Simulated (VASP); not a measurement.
# Ga2O3 (C2/m) in VASP: single point with r2SCAN+rVV10

Aim: the single point of Ga2O3 with r2SCAN+rVV10.

Everything below comes from runs of VASP 6.6.1. Logs are shortened: lines on timing, memory, paths and dates and some standing lists are left out, and cuts for length are marked.

### 1 The cell of the first run

Symmetry: C2/m, No. 12, monoclinic system. Conventional cell: a = 12.204 Å, b = 3.032 Å, c = 5.797 Å, α = 90.00°, β = 103.81°, γ = 90.00°. Within 2.4 Å of Ga (site symmetry m) lie 4 O at 1.83 to 1.86 Å. Ga (site symmetry m) has 6 O at 1.93 to 2.07 Å within 2.6 Å. Within 2.4 Å of O (site symmetry m) lie 3 Ga at 1.83 to 1.94 Å. Within 2.5 Å of O (site symmetry m) lie 4 Ga at 1.86 to 2.07 Å. Within 2.4 Å of O (site symmetry m) lie 3 Ga at 1.84 to 1.93 Å.

### 2 Single point, r2SCAN+rVV10

POSCAR reads:

```
Ga2O3
1.0
    6.1021031029     -1.5162369601      0.0008204694
    6.1021031029      1.5162369601      0.0008204694
   -1.3841211588      0.0000000000      5.6288231880
Ga O
4 6
Direct
    0.0909022023      0.0909022023      0.7951606823
    0.9090977977      0.9090977977      0.2048393177
    0.6588812182      0.6588812182      0.3143085297
    0.3411187818      0.3411187818      0.6856914703
    0.1654736997      0.1654736997      0.1091644243
    0.8345263003      0.8345263003      0.8908355757
    0.1729841427      0.1729841427      0.5625147051
    0.8270158573      0.8270158573      0.4374852949
    0.4963042421      0.4963042421      0.2554815042
    0.5036957579      0.5036957579      0.7445184958
```

INCAR.step1 reads:

```
PREC = Accurate
ENCUT = 520
ISMEAR = 0
SIGMA = 0.02
LREAL = False
LASPH = True
NELM = 100
NBANDS = 55
GGA = PE
ALGO = Normal
EDIFF = 1E-4
LWAVE = True
LCHARG = False
```

INCAR.step2 reads:

```
PREC = Accurate
ENCUT = 520
EDIFF = 1E-6
ISMEAR = 0
SIGMA = 0.02
LREAL = False
LASPH = True
NELM = 100
ALGO = Normal
ISIF = 2
LWAVE = False
LCHARG = False
METAGGA = R2SCAN
LMIXTAU = True
LUSE_VDW = True
IVDW_NL = 2
BPARAM = 11.95
CPARAM = 0.0093
NBANDS = 55
ISTART = 1
```

KPOINTS reads:

```
regular mesh
0
Gamma
  8 8 4
```

Potentials or basis: VASP PAW PBE potentials, release 64 (Ga_d, O).

Command:

```bash
$ cat potpaw_PBE.64/Ga_d/POTCAR potpaw_PBE.64/O/POTCAR > POTCAR
$ cp INCAR.step1 INCAR
$ mpirun -np 1 vasp_std > vasp.out
$ cp INCAR.step2 INCAR
$ mpirun -np 1 vasp_std > vasp.out
```

OUTCAR:

```text
PREC = Accurate
   ENCUT = 520
   EDIFF = 1E-6
   ISMEAR = 0
   LREAL = False
   LASPH = True
   NELM = 100
   ISIF = 2
   METAGGA = R2SCAN
   IVDW_NL = 2
   BPARAM = 11.95
   ISTART = 1

 ion  position               nearest neighbor table
   1  0.091  0.091  0.795-   5 1.83  10 1.84  10 1.84   7 1.86
   2  0.909  0.909  0.205-   6 1.83   9 1.84   9 1.84   8 1.86
   3  0.659  0.659  0.314-   9 1.93   5 1.94   5 1.94   8 2.01   7 2.07   7 2.07
   4  0.341  0.341  0.686-  10 1.93   6 1.94   6 1.94   7 2.01   8 2.07   8 2.07
   5  0.165  0.165  0.109-   1 1.83   3 1.94   3 1.94
   6  0.835  0.835  0.891-   2 1.83   4 1.94   4 1.94
   7  0.173  0.173  0.563-   1 1.86   4 2.01   3 2.07   3 2.07
   8  0.827  0.827  0.437-   2 1.86   3 2.01   4 2.07   4 2.07
   9  0.496  0.496  0.255-   2 1.84   2 1.84   3 1.93
  10  0.504  0.504  0.745-   1 1.84   1 1.84   4 1.93

  LATTYP: Found a base centered monoclinic cell.
 ALAT       =    12.2042063161
 B/A-ratio  =     0.2484777659
 C/A-ratio  =     0.4749594037
 COS(beta)  =    -0.2386549992

  Lattice vectors:

 A1 = (   6.1021031029,  -1.5162369601,   0.0008204694)
 A2 = (   6.1021031029,   1.5162369601,   0.0008204694)
 A3 = (  -1.3841211588,   0.0000000000,   5.6288231880)

Analysis of symmetry for initial positions (statically):
=====================================================================
 Subroutine PRICEL returns:
 Original cell was already a primitive cell.

 Routine SETGRP: Setting up the symmetry group for a
 base centered monoclinic supercell.

 Subroutine GETGRP returns: Found  4 space group operations
 (whereof  4 operations were pure point group operations)
 out of a pool of  4 trial point group operations.

The static configuration has the point symmetry C_2h.

Analysis of symmetry for dynamics (positions and initial velocities):
=====================================================================
 Subroutine PRICEL returns:
 Original cell was already a primitive cell.

 Routine SETGRP: Setting up the symmetry group for a
 base centered monoclinic supercell.

 Subroutine GETGRP returns: Found  4 space group operations
 (whereof  4 operations were pure point group operations)
 out of a pool of  4 trial point group operations.

The dynamic configuration has the point symmetry C_2h.

 Subroutine INISYM returns: Found  4 space group operations
 (whereof  4 operations are pure point group operations),
 and found     1 'primitive' translations

----------------------------------------------------------------------------------------

                                     Primitive cell

  volume of cell :     104.1618

  direct lattice vectors                    reciprocal lattice vectors
     6.102103103 -1.516236960  0.000820469     0.081936254 -0.329763759  0.020148031
     6.102103103  1.516236960  0.000820469     0.081936254  0.329763759  0.020148031
    -1.384121159  0.000000000  5.628823188    -0.000023886  0.000000000  0.177651155

  length of vectors
     6.287657550  6.287657550  5.796502554     0.340387470  0.340387470  0.177651156

  position of ions in fractional coordinates (direct lattice)
     0.090902202  0.090902202  0.795160682
     0.909097798  0.909097798  0.204839318
     0.658881218  0.658881218  0.314308530
     0.341118782  0.341118782  0.685691470
     0.165473700  0.165473700  0.109164424
     0.834526300  0.834526300  0.890835576
     0.172984143  0.172984143  0.562514705
     0.827015857  0.827015857  0.437485295
     0.496304242  0.496304242  0.255481504
     0.503695758  0.503695758  0.744518496

  ion indices of the primitive-cell ions
   primitive index   ion index
                 1           1
                 2           2
                 3           3
                 4           4
                 5           5
                 6           6
                 7           7
                 8           8
                 9           9
                10          10

----------------------------------------------------------------------------------------

 KPOINTS: regular mesh

Automatic generation of k-mesh.
 Grid dimensions read from file:
 generate k-points for:    8    8    4

 Generating k-lattice:

  Cartesian coordinates                     Fractional coordinates (reciprocal lattice)
     0.010242032 -0.041220470  0.002518504     0.125000000 -0.000000000 -0.000000000
     0.010242032  0.041220470  0.002518504    -0.000000000  0.125000000 -0.000000000
    -0.000005972  0.000000000  0.044412789    -0.000000000 -0.000000000  0.250000000

  Length of vectors
     0.042548434  0.042548434  0.044412789

  Shift w.r.t. Gamma in fractional coordinates (k-lattice)
     0.000000000  0.000000000  0.000000000

 Subroutine IBZKPT returns following result:
 ===========================================

 Found     78 irreducible k-points:

 Following reciprocal coordinates:
            Coordinates               Weight
  0.000000  0.000000  0.000000      1.000000
  0.125000 -0.000000 -0.000000      4.000000
  0.250000 -0.000000 -0.000000      4.000000
  0.375000 -0.000000 -0.000000      4.000000
  0.500000 -0.000000 -0.000000      2.000000
  0.125000  0.125000 -0.000000      2.000000
[... 16 lines left out ...]
  0.125000 -0.000000  0.250000      4.000000
  0.250000 -0.000000  0.250000      4.000000
 [... further k-points ...]
   k-points           NKPTS =     78   k-points in BZ     NKDIM =     78   number of bands    NBANDS=     55
   number of dos      NEDOS =    301   number of ions     NIONS =     10
   total plane-waves  NPLWV = 110592
   dimension x,y,z NGX =    48 NGY =   48 NGZ =   48
   dimension x,y,z NGXF=    96 NGYF=   96 NGZF=   96
   ions per type =               4   6
   NGX,Y,Z   is equivalent  to a cutoff of  12.69, 12.69, 13.77 a.u.
   NGXF,Y,Z  is equivalent  to a cutoff of  25.38, 25.38, 27.53 a.u.
 SYSTEM =  unknown system
   PREC   = accura    normal or accurate (medium, high low for compatibility)
   ISTART =      1    job   : 0-new  1-cont  2-samecut
   ICHARG =      0    charge: 1-file 2-atom 10-const
   ISPIN  =      1    spin polarized calculation?
   LNONCOLLINEAR =      F non collinear calculations
   LSORBIT =      F    spin-orbit coupling
   LASPH  =      T    aspherical Exc in radial PAW
   ENCUT  =  520.0 eV  38.22 Ry    6.18 a.u.  11.69 11.69 10.78*2*pi/ulx,y,z
   NELM   =    100;   NELMIN=  2; NELMDL=  0     # of ELM steps
   EDIFF  = 0.1E-05   stopping-criterion for ELM
   LREAL  =      F    real-space projection
   EDIFFG = 0.1E-04   stopping-criterion for IOM
   NSW    =      0    number of steps for IOM
   IBRION =     -1    ionic relax: 0-MD 1-quasi-New 2-CG
   NFREE  =      0    steps in history (QN), initial steepest desc. (CG)
   ISIF   =      2    stress and relaxation
   ISYM   =      2    0-nonsym 1-usesym 2-fastsym
   POTIM  = 0.5000    time-step for ionic-motion
   TEBEG  =    0.0;   TEEND  =   0.0 temperature during run
   PSTRESS=    0.0 pullay stress
   NELECT =      88.0000    total number of electrons
   NUPDOWN=      -1.0000    fix difference up-down
   EMIN   =  10.00;   EMAX   =-10.00  energy-range for DOS
   EFERMI =   0.00;   METHOD = LEGACY
   ISMEAR =     0;   SIGMA  =   0.02  broadening in eV -4-tet -1-fermi 0-gaus
   EFERMI_NEDOS =   21; number of points for ismear=-14 and -15
   IALGO  =     38    algorithm
   IMIX   =      4    mixing-type and parameters
     AMIX     =   0.40;   BMIX     =  1.00
     AMIX_MAG =   1.60;   BMIX_MAG =  1.00
  volume/ion in A,a.u.               =      10.42        70.29
  Fermi-wavevector in a.u.,A,eV,Ry     =   1.547627  2.924590 32.587970  2.395148
  Thomas-Fermi vector in A             =   2.652693
   LORBIT       =      0    0 simple, 1 ext, 2 COOP (PROOUT), +10 PAW based schemes
   METAGGA = R2SCAN    functional components
   LHFCALC =     F    Hartree Fock is set to
   AEXX    =    0.0000 exact exchange contribution
   IVDW_NL    =     2    kernel type
   BPARAM     =11.9500
   IVDW    =     0    specifies the selected vdW correction
   LEPSILON=     F    determine dielectric tensor
   LRPA    =     F    only Hartree local field effects (RPA)
 non-spin polarized calculation
 Gauss-broadening in eV      SIGMA  =   0.02
  energy-cutoff  :      520.00
  volume of cell :      104.16
 maximum number of plane-waves:      2838
   NGX = 23   NGY = 23   NGZ = 21

 number of electron      88.0000018 magnetization

 Free energy of the ion-electron system (eV)
  ---------------------------------------------------
  ext. energy  EPLUGINS =         0.00000000
  ---------------------------------------------------
  free energy    TOTEN  =       -99.90046574 eV

  energy without entropy =      -99.90046574  energy(sigma->0) =      -99.90046574

 E-fermi :   3.6392     XC(G=0): -12.6293

 val. band max:        3.4683001948   @ k =   0.5000   0.3750   0.5000
 cond. band min:       6.5070398905   @ k =   0.0000   0.0000   0.0000
 fundamental gap:      3.0387396957
 Fermi energy:         3.6391855848

 k-point     1 :       0.0000    0.0000    0.0000
  band No.  band energies     occupation
      1     -16.4173      2.00000
      2     -15.2345      2.00000
      3     -15.2216      2.00000
      4     -15.0926      2.00000
      5     -14.6444      2.00000
      6     -14.6189      2.00000
[... 47 lines left out ...]
     54      16.8119      0.00000
     55      17.0831      0.00000

 k-point     2 :       0.1250   -0.0000   -0.0000
  band No.  band energies     occupation
      1     -16.2975      2.00000
      2     -15.2259      2.00000
      3     -15.1877      2.00000
      4     -15.0167      2.00000
      5     -14.6416      2.00000
      6     -14.6155      2.00000
[... 47 lines left out ...]
     54      15.8565      0.00000
     55      15.9930      0.00000

 k-point     3 :       0.2500   -0.0000   -0.0000
  band No.  band energies     occupation
      1     -15.9734      2.00000
      2     -15.1832      2.00000
      3     -15.0791      2.00000
      4     -14.9101      2.00000
      5     -14.6270      2.00000
      6     -14.6067      2.00000
[... 1152 lines left out ...]
 k-point    23 :       0.1250   -0.0000    0.2500
  band No.  band energies     occupation
      1     -16.1837      2.00000
      2     -15.4137      2.00000
      3     -15.2106      2.00000
      4     -14.9421      2.00000
      5     -14.6920      2.00000
      6     -14.5730      2.00000
[... 47 lines left out ...]
     54      16.0470      0.00000
     55      16.5044      0.00000

 k-point    24 :       0.2500   -0.0000    0.2500
  band No.  band energies     occupation
      1     -15.8679      2.00000
      2     -15.2878      2.00000
      3     -15.1268      2.00000
      4     -14.8728      2.00000
      5     -14.6697      2.00000
      6     -14.5764      2.00000
[... 47 lines left out ...]
     54      15.1286      0.00000
     55      16.5264      0.00000

 [... further k-points ...]

------------------------ aborting loop because EDIFF is reached ----------------------------------------

  FORCE on cell =-STRESS in cart. coord.  units (eV):
  Direction    XX          YY          ZZ          XY          YZ          ZX
  --------------------------------------------------------------------------------------
  -------------------------------------------------------------------------------------
  Total        1.1189314      1.3523659      1.1713170      0.0000000      0.0000000      0.0358668
  in kB       17.2109741     20.8015743     18.0167494      0.0000000      0.0000000      0.5516890
  external PRESSURE =      18.6764326 kB  Pullay stress =       0.0000000 kB

 VOLUME and BASIS-vectors are now :
 -----------------------------------------------------------------------------
  energy-cutoff  :      520.00
  volume of cell :      104.16
      direct lattice vectors                 reciprocal lattice vectors
     6.102103103 -1.516236960  0.000820469     0.081936254 -0.329763759  0.020148031
     6.102103103  1.516236960  0.000820469     0.081936254  0.329763759  0.020148031
    -1.384121159  0.000000000  5.628823188    -0.000023886  0.000000000  0.177651155

 POSITION                                       TOTAL-FORCE (eV/Angst)
 -----------------------------------------------------------------------------------
      0.00879      0.00000      4.47597         0.030650      0.000000     -0.003469
     10.81129      0.00000      1.15450        -0.030650      0.000000      0.003469
      7.60608      0.00000      1.77027        -0.003766      0.000000      0.046135
      3.21400      0.00000      3.86020         0.003766      0.000000     -0.046135
      1.86838      0.00000      0.61474         0.067269      0.000000      0.042235
      8.95171      0.00000      5.01573        -0.067269      0.000000     -0.042235
      1.33255      0.00000      3.16658         0.031014      0.000000     -0.057863
      9.48754      0.00000      2.46388        -0.031014      0.000000      0.057863
      5.70338      0.00000      1.43887         0.084942      0.000000      0.030444
      5.11670      0.00000      4.19159        -0.084942      0.000000     -0.030444
 -----------------------------------------------------------------------------------
    total drift:                               -0.000000      0.000000      0.000000

  FREE ENERGIE OF THE ION-ELECTRON SYSTEM (eV)
  ---------------------------------------------------
  free  energy   TOTEN  =       -99.9004657375 eV

  energy  without entropy=      -99.9004657375  energy(sigma->0) =      -99.90046574
```

It took 73 min on 1 thread of Oxide Virtual Turin-like, shared host; peak memory 0.91 GiB.

What came out:

* Free energy: -99.9005 eV
* Pressure: 1.9 GPa
* Largest force: 0.090 eV/Å
* Band gap on the k mesh: 3.04 eV (least direct gap 3.06 eV)

Forces in eV/Å, atoms in the order of the input:
```
Ga   0.031  0.000 -0.003
Ga  -0.031  0.000  0.003
Ga  -0.004  0.000  0.046
Ga   0.004  0.000 -0.046
O    0.067  0.000  0.042
O   -0.067  0.000 -0.042
O    0.031  0.000 -0.058
O   -0.031  0.000  0.058
O    0.085  0.000  0.030
O   -0.085  0.000 -0.030
```

Stress tensor (GPa, compression positive):
```
1.72 0.00 0.06
0.00 2.08 0.00
0.06 0.00 1.80
```

Caveat: the PAW data sets were made with another functional, which shifts forces and pressure a little. A k mesh can miss the band edges.
